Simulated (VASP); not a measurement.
Write the native input for VASP 6.6.1 that does the following.

- Task: single point
- Functional: PBE
- Potentials or basis: VASP PAW PBE potentials, release 64 (Pt, Al)
- Cutoff: 520 eV
- k mesh: 8 × 8 × 8
- Occupations: fermi-dirac, width 0.05 eV
- Spin: non-collinear spin, zero start, spin-orbit coupling
- Starting moments: [[0.0, 0.0, 0.0], [0.0, 0.0, 0.0], [0.0, 0.0, 0.0]] μB
- Dipole correction: no
- Further INCAR settings: ALGO = Fast; EDIFF = 1e-06; NBANDS = 29

The structure of Al2Pt lies in POSCAR:

```
Al2Pt
1.0
    0.0000000000      2.9550000000      2.9550000000
    2.9550000000      0.0000000000      2.9550000000
    2.9550000000      2.9550000000      0.0000000000
Pt Al
1 2
Direct
    0.0000000000      0.0000000000      0.0000000000
    0.7500000000      0.7500000000      0.7500000000
    0.2500000000      0.2500000000      0.2500000000
```

These files were run (other wordings do the same):

INCAR

```
SYSTEM = Al2Pt
PREC     = Accurate       ! precision mode
ENCUT    = 520            ! plane-wave cutoff, eV
EDIFF    = 1E-6           ! SCF threshold, eV
ISMEAR   = -1             ! smearing method
SIGMA    = 0.05           ! smearing width, eV
LREAL    = .FALSE.        ! projectors in reciprocal space
LASPH    = .TRUE.         ! aspherical terms in the spheres
NELM     = 150            ! most SCF steps
ALGO     = Fast           ! electronic algorithm
ISIF     = 2              ! what is computed and relaxed
LWAVE    = .FALSE.        ! write WAVECAR
LCHARG   = .FALSE.        ! write CHGCAR
MAGMOM   = 0 0 0 0 0 0 0 0 0 ! initial moments
LORBIT   = 11             ! projections on sites
LSORBIT  = .TRUE.         ! spin-orbit coupling
GGA_COMPAT= .FALSE.      
LORBMOM  = .TRUE.       
LMAXMIX  = 4              ! l up to which the mixer works
GGA      = PE             ! functional
NBANDS   = 29             ! bands
```

KPOINTS

```
regular mesh
0
G
  8 8 8
  0 0 0
```

Potentials or basis: VASP PAW PBE potentials, release 64 (Pt, Al).

The run is started by

```sh
$ cat potpaw_PBE.64/Pt/POTCAR potpaw_PBE.64/Al/POTCAR > POTCAR
$ mpirun -np 1 vasp_ncl > vasp.out
```

Results of the run:

| Quantity | Value |
| --- | --- |
| Pressure | 2.0 GPa |
| Net moment | 0.00 μB per cell |
| Valence electrons inside the program's atomic spheres | Pt 9.73; Al 0.76 |

Run time: 96 s on 1 thread of AMD EPYC 9R45 96-Core Processor (Zen 5) (shared host), peak memory 0.3 GiB.
